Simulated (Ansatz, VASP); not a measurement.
## Two plane-wave programs on Sn

```
Sn
1.0
    -1.91257    1.85534    1.77207
     1.98375   -1.88875    1.87666
     1.87082    1.84700   -1.80548
Sn
1
Direct
  0.00000 0.00000 0.00000
```

Alike in both runs: task single point; functional PBE; dispersion D3(BJ); k mesh 6 × 6 × 6; occupations gaussian, width 0.1 eV; no spin polarisation.

```csv
,VASP,Ansatz
version,VASP 6.6.1,Ansatz 0.2.0
potentials or method,"VASP PAW PBE potentials, release 64 (Sn_d), cutoff 500 eV","scalar-relativistic, plane waves, PAW"
valence electrons in the cell,14,14
```

```tsv
	VASP	Ansatz	Ansatz less VASP
gap on the k mesh at the Fermi level (eV)	none	none	-
pressure (GPa)	1.0	1.0	+0.04
traceless stress, the component that is largest in VASP (GPa)	-1.66	-1.66	+0.001
```

A gap of «none» marks a metal or a gap that the smearing closes.

The k mesh is coarse, so the values compare programs but aren't converged.
